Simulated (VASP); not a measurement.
Set up this calculation in VASP 6.6.1, as the native input.

```
Task                   : single point
Functional             : PBEsol
Potentials or basis    : VASP PAW PBE potentials, release 64 (Ta_pv)
Cutoff                 : 520 eV
k mesh                 : 16 × 16 × 16
Occupations            : gaussian, width 0.1 eV
Spin                   : no spin polarisation
Dipole correction      : no
Further INCAR settings : ALGO = Normal; EDIFF = 1e-06; NBANDS = 12
```

The structure of Ta lies in POSCAR:

```
Ta
1.0
    0.0000000000      2.2611224708      2.2611224708
    2.2611224708      0.0000000000      2.2611224708
    2.2611224708      2.2611224708      0.0000000000
Ta
1
Direct
    0.0000000000      0.0000000000      0.0000000000
```

This isn't the form of Ta at room conditions, which is bcc.

This cell differs from its parent crystal: Os replaced by Ta, lengths x 1.108, strained.

The input as run:

INCAR

```
  ALGO = Normal
  EDIFF = 1E-6
  ENCUT = 520
  GGA = PS
  ISIF = 2
  ISMEAR = 0
  LASPH = T
  LCHARG = T
  LELF = T
  LREAL = F
  LVHAR = T
  LWAVE = F
  NBANDS = 12
  NELM = 60
  PREC = Accurate
  SIGMA = 0.1
```

KPOINTS

```
k-points
0
Gamma
  16 16 16
```

Potentials or basis: VASP PAW PBE potentials, release 64 (Ta_pv).

The run is started by

```bash
$ cat potpaw_PBE.64/Ta_pv/POTCAR > POTCAR
$ mpirun -np 1 vasp_std > vasp.out
```

Results of the run:

| Item | Value |
| --- | --- |
| Pressure | -30.8 GPa |
| Band gap on the k mesh | zero (an odd number of electrons rules out a gap without spin polarisation) |

Caveat: the cell differs from its parent crystal (Os replaced by Ta, lengths x 1.108, strained); the cell stands under tension; the PAW data sets were made with another functional, which shifts forces and pressure a little; spin-orbit coupling is left out, which moves the levels of the heavy elements.

Run time: 24 s on 1 thread of AMD EPYC 7R13 Processor (Zen 3), on a shared host, peak memory 0.13 GiB.
